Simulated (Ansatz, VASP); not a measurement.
## ZnO: VASP beside Ansatz

```
Zn O
1.0
     3.23529    0.00000    0.00000
    -1.61765    2.80184    0.00000
     0.00000    0.00000    5.21143
Zn O
2 2
Cartesian
  0.0000 1.8679 -0.0121
  1.6176 0.9339 2.5937
  0.0000 1.8679 1.9663
  1.6176 0.9339 4.5721
```

Alike in both runs: functional r2SCAN; k mesh 12 × 12 × 6; occupations gaussian, width 0.02 eV; no spin polarisation.

Ansatz relaxed the structure, and its values are those at the end. VASP's run is a single point on that final structure, the one shown.

|  | VASP | Ansatz |
| --- | --- | --- |
| version | VASP 6.6.1 | Ansatz 0.2.0 |
| potentials or method | VASP PAW PBE potentials, release 64 (Zn, O), cutoff 520 eV | scalar-relativistic, plane waves, PAW |
| valence electrons in the cell | 36 | 36 |

```csv
,VASP,Ansatz,Ansatz less VASP
gap on the k mesh at the Fermi level (eV),1.23,1.24,+0.003
least direct gap on the mesh (eV),1.23,1.24,+0.003
pressure (GPa),1.0,0.0,-1.04
```

VASP's potentials were made for PBE, not for r2SCAN. The functional is the same, so the differences come from potentials, cutoffs and numerics.
